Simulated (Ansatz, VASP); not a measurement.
## HfO2 in VASP and in Ansatz

The input INCAR:

```
SYSTEM = HfO2
PREC = Accurate
ENCUT = 520
EDIFF = 1E-6
ISMEAR = 0
SIGMA = 0.05
LREAL = .FALSE.
LASPH = .TRUE.
NELM = 60
ALGO = Normal
ISIF = 2
LWAVE = .FALSE.
LCHARG = .TRUE.
GGA = PE
LELF = .TRUE.
LVHAR = .TRUE.
NBANDS = 43
```

The input KPOINTS:

```
regular mesh
0
G
  7 7 3
  0 0 0
```

POSCAR

```
HfO2
1.0
    2.5488057606     -2.5488057606      0.0000000000
    2.5488057606      0.0000000000     -2.5488057606
    8.5617131363      8.5617131363      8.5617131363
Hf O
3 6
Direct
    0.0000000000      0.0000000000      0.4961734286
    0.3333333333      0.3333333333      0.2977080264
    0.6666666667      0.6666666667      0.0992426243
    0.6666666667      0.6666666667      0.2480916759
    1.0000000000      0.0000000000      0.0496262738
    0.3333333333      0.3333333333      0.4465570780
    0.6666666667      0.6666666667      0.5457897791
    1.0000000000      1.0000000000      0.3473243770
    0.3333333333      0.3333333333      0.1488589749
```

Input for Ansatz:

```yaml
crystal:
  lattice:
    - [2.5488057606, -2.5488057606, 0.0]
    - [2.5488057606, 0.0, -2.5488057606]
    - [8.5617131363, 8.5617131363, 8.5617131363]
  atoms:
    - { symbol: Hf, position: [0.0, 0.0, 0.4961734286] }
    - { symbol: Hf, position: [0.3333333333, 0.3333333333, 0.2977080264] }
    - { symbol: Hf, position: [0.6666666667, 0.6666666667, 0.0992426243] }
    - { symbol: O, position: [0.6666666667, 0.6666666667, 0.2480916759] }
    - { symbol: O, position: [1.0, 0.0, 0.0496262738] }
    - { symbol: O, position: [0.3333333333, 0.3333333333, 0.446557078] }
    - { symbol: O, position: [0.6666666667, 0.6666666667, 0.5457897791] }
    - { symbol: O, position: [1.0, 1.0, 0.347324377] }
    - { symbol: O, position: [0.3333333333, 0.3333333333, 0.1488589749] }
basis:
  ecutwfc: 420
kpoints:
  mp_grid: { grid: [7, 7, 3] }
hamiltonian:
  xc: pbe
scf:
  occupations: { method: gaussian, width: 0.05 }
output:
  forces: true
  stress: true
  eigenvalues: true
```

Alike in both runs: task single point; functional PBE; k mesh 7 × 7 × 3; occupations gaussian, width 0.05 eV; no spin polarisation.

```csv
,VASP,Ansatz
version,VASP 6.6.1,Ansatz 0.2.0
potentials or method,"VASP PAW PBE potentials, release 64 (Hf_pv, O), cutoff 520 eV","scalar-relativistic, plane waves, PAW"
valence electrons in the cell,66,114
```

Ansatz gave:

```
gap on the k mesh at the Fermi level (eV) : 4.19
least direct gap on the mesh (eV)         : 4.23
rms of the force components (eV/Å)        : 0.328
```

Problem. Which values does VASP return?

Solution. gap on the k mesh at the Fermi level (eV): 4.17; least direct gap on the mesh (eV): 4.22; rms of the force components (eV/Å): 0.345.

Atom by atom the forces differ by 0.047 eV/Å (rms over components). VASP's potentials hold 66 valence electrons a cell and Ansatz's 114, so a difference there can come from the potentials and not from the codes.

Spin-orbit coupling is off throughout.
